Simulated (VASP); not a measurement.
## MnO: single point with HF

The system is MnO.

```
CELL_PARAMETERS angstrom
2.67239 0.00000 0.00000
0.00000 2.67239 0.00000
0.00000 0.00000 2.67239
ATOMIC_POSITIONS crystal
Mn 0.00000 0.00000 0.00000
O 0.50000 0.50000 0.50000
```

```yaml
Program: VASP 6.6.1
Task: single point
Functional: HF
Potentials_or_basis: VASP PAW PBE potentials, release 64 (Mn_pv, O)
Cutoff: 520 eV
k_mesh: 5 × 5 × 5
Occupations: fermi-dirac, width 0.05 eV
Spin: collinear spin, ferromagnetic start
Starting_moments: "[4.0, 0.0] μB"
```

- Pressure: 24.9 GPa
- Band gap on the k mesh: 11.60 eV, indirect (least direct gap 12.61 eV)
- Net moment: 5.00 μB per cell
- Site moments: Mn +4.73; O +0.14 μB
- Valence electrons inside the program's atomic spheres: Mn 11.30; O 5.20

Levels at points of the mesh, in eV from the valence-band top:
Spin up:
| k point | band 9 | band 10 | band 11 | band 12 | band 13 | band 14 | band 15 | band 16 |
| --- | --- | --- | --- | --- | --- | --- | --- | --- |
| (0.00, 0.00, 0.00) | -5.86 | -2.05 | -2.05 | -2.05 | 11.60 | 26.74 | 26.74 | 33.63 |
Spin down:
| k point | band 5 | band 6 | band 7 | band 8 | band 9 | band 10 |
| --- | --- | --- | --- | --- | --- | --- |
| (0.00, 0.00, 0.00) | -1.01 | -1.01 | -1.01 | 13.69 | 14.20 | 14.20 |

Run time: 27 min on 1 thread of Intel(R) Xeon(R) Platinum 8259CL CPU @ 2.50GHz (Skylake/Cascade Lake), with other jobs on the host, peak memory 0.14 GiB.

Caveat: the k points lie up to 0.47 Å⁻¹ apart; the PAW data sets were made with another functional, which shifts forces and pressure a little; a cell with one magnetic atom can't hold antiferromagnetic order, which such compounds often take. A k mesh can miss the band edges.
